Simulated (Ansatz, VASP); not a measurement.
## One calculation of BiTe, two programs

```xyz
2
Lattice="0.0000 3.2133 3.2133 3.2133 0.0000 3.2133 3.2133 3.2133 0.0000" Properties=species:S:1:pos:R:3 pbc="T T T"
Bi    0.0000    0.0000    0.0000
Te    3.2133    3.2133    3.2133
```

Change from the starting cell: volume scaled by 0.98.

Alike in both runs: task single point; functional PBEsol; k mesh 5 × 5 × 5; occupations gaussian, width 0.01 eV; non-collinear spin, spin-orbit coupling.

|  | VASP | Ansatz |
| --- | --- | --- |
| version | VASP 6.6.1 | Ansatz 0.2.0 |
| potentials or method | VASP PAW PBE potentials, release 64 (Bi_d, Te), cutoff 520 eV | all-electron LAPW, relativistic spinors |

```tsv
	VASP	Ansatz	Ansatz less VASP
pressure (GPa)	1.0	1.4	+0.44
net moment per atom (μB)	0.00	0.00	0.000
```

VASP's potentials were made for PBE, not for PBEsol. Ansatz ran all-electron here, and VASP with PAW potentials.

Noted on Ansatz's run: the k mesh is thin for a metal, which can move the energy by tens of meV per atom.
